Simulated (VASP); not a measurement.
Set up this calculation in VASP 6.6.1, as the native input.

```yaml
Task: single point
Functional: LDA
Potentials_or_basis: VASP PAW LDA potentials, release 64 (Zn, Se)
Cutoff: 520 eV
k_mesh: 8 × 8 × 6
Occupations: gaussian, width 0.05 eV
Spin: no spin polarisation
Dipole_correction: no
Further_INCAR_settings: ALGO = Normal; EDIFF = 1e-06; NBANDS = 26
```

The structure of ZnSe lies in POSCAR:

```
ZnSe
1.0
    4.0820411916      0.0000000000      0.0000000000
    0.0000000000      4.0820411916      0.0000000000
    0.0000000000      0.0000000000      5.3875452035
Zn Se
2 2
Direct
    0.0000000000      0.0000000000      0.0000000000
    0.5000000000      0.5000000000      0.0000000000
    0.0000000000      0.5000000000      0.2797006005
    0.5000000000      0.0000000000      0.7202993995
```

This cell differs from its parent crystal: atoms displaced along a vibrational mode, the cell strained.

The input as run:

INCAR

```
SYSTEM = ZnSe
PREC = Accurate
ENCUT = 520
EDIFF = 1E-6
ISMEAR = 0
SIGMA = 0.05
LREAL = .False.
LASPH = .True.
NELM = 60
ALGO = Normal
ISIF = 2
LWAVE = .False.
LCHARG = .False.
GGA = CA
NBANDS = 26
```

KPOINTS

```
regular mesh
0
Gamma
  8 8 6
  0 0 0
```

Potentials or basis: VASP PAW LDA potentials, release 64 (Zn, Se).

The run is started by

```bash
$ cat potpaw_LDA.64/Zn/POTCAR potpaw_LDA.64/Se/POTCAR > POTCAR
$ mpirun -np 1 vasp_std > vasp.out
```

It gave:

The pressure is -4.3 GPa and the largest force is 0.629 eV/Å. The band gap on the k mesh is 1.43 eV.

Caveat: the cell differs from its parent crystal (atoms displaced along a vibrational mode, the cell strained); the cell stands under tension.

Wall time 36 s on 1 thread of AMD EPYC 9R45 96-Core Processor (Zen 5), on a shared host, peak memory 0.21 GiB.
